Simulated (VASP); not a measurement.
## Si4Hg: single point with PBE

Si4Hg:

```
Si Hg
1.0
    -2.04476    2.04476    5.42598
     2.04476   -2.04476    5.42598
     2.04476    2.04476   -5.42598
Si Hg
4 1
Direct
  0.75000 0.25000 0.50000
  0.38933 0.38933 0.00000
  0.61067 0.61067 0.00000
  0.25000 0.75000 0.50000
  0.00000 0.00000 0.00000
```

The cell was built from a structure type or drawn by symmetry, and may not be a known phase.

```json
{"Program": "VASP 6.6.1", "Task": "single point", "Functional": "PBE", "Potentials or basis": "VASP PAW PBE potentials, release 64 (Si, Hg)", "Cutoff": "500 eV", "k mesh": "6 × 6 × 6", "Occupations": "gaussian, width 0.1 eV", "Spin": "no spin polarisation", "Dipole correction": "no", "Further INCAR settings": "ALGO = Normal; EDIFF = 1e-06; NBANDS = 22"}
```

```yaml
Pressure: 0.7 GPa
Largest_force: 0.864 eV/Å
Band_gap_on_the_k_mesh: zero (bands 14 and 15 overlap by 2.06 eV)
```

Forces in eV/Å, atoms in the order of the input:
```
Si   0.000  0.000  0.000
Si   0.000  0.000 -0.864
Si   0.000  0.000  0.864
Si   0.000  0.000  0.000
Hg   0.000  0.000  0.000
```

Stress tensor (GPa, compression positive):
```
0.60 0.00 0.00
0.00 0.60 0.00
0.00 0.00 0.84
```

Levels at points of the mesh, in eV from the Fermi level:
| k point | band 12 | band 13 | band 14 | band 15 | band 16 | band 17 |
| --- | --- | --- | --- | --- | --- | --- |
| (0.00, 0.00, 0.00) | -1.82 | -1.82 | -1.79 | -1.18 | 0.56 | 3.60 |
| (0.50, 0.00, 0.00) | -2.37 | -2.36 | -1.10 | 0.11 | 1.93 | 2.25 |
| (0.50, 0.50, 0.00) | -3.14 | -2.50 | -1.88 | -1.36 | 2.86 | 3.18 |
| (0.50, 0.50, 0.50) | -2.20 | -1.31 | 0.24 | 0.24 | 0.69 | 1.41 |

Wall time 72 s on 1 thread of AMD EPYC 9R45 96-Core Processor (Zen 5), with other jobs on the host, peak memory 0.31 GiB.

Caveat: spin-orbit coupling is left out, which moves the levels of the heavy elements.
